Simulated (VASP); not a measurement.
Crystal: WC.

```xyz
2
Lattice="0.0000 2.1927 2.1927 2.1927 0.0000 2.1927 2.1927 2.1927 0.0000" Properties=species:S:1:pos:R:3 pbc="T T T"
W     0.0000    0.0000    0.0000
C     2.1927    2.1927    2.1927
```

| Quantity | Value |
| --- | --- |
| Program | VASP 6.6.1 |
| Task | relaxation of cell and atoms |
| Functional | PBEsol |
| Potentials or basis | VASP PAW PBE potentials, release 64 (W_sv, C) |
| Cutoff | 600 eV |
| k mesh | 10 × 10 × 10 |
| Occupations | fermi-dirac, width 0.1 eV |
| Spin | no spin polarisation |

At the start: pressure -9.2 GPa; volume 10.54 Å³/atom.

Problem. Where does the relaxation end?

Solution. Over 3 steps the energy falls by 7.6 meV/atom and the volume is 10.29 Å³/atom (-2.4 %); space group Fm-3m (No. 225, to 0.05 Å).

The path:
| step | energy change (eV) | largest force (eV/Å) | pressure (GPa) | volume (Å³) |
| --- | --- | --- | --- | --- |
| 1 | 0.0000 | 0.0000 | -9.23 | 21.08 |
| 2 | 0.0930 | 0.0000 | 28.73 | 19.29 |
| 3 | -0.0153 | 0.0000 | -0.23 | 20.58 |

Final structure:
```yaml
crystal:
  lattice:
    - [0.00000, 2.17494, 2.17494]
    - [2.17494, 0.00000, 2.17494]
    - [2.17494, 2.17494, 0.00000]
  atoms:
    - { symbol: W, position: [0.00000, 0.00000, 0.00000] }
    - { symbol: C, position: [0.50000, 0.50000, 0.50000] }
```

Caveat: the PAW data sets were made with another functional, which shifts forces and pressure a little.
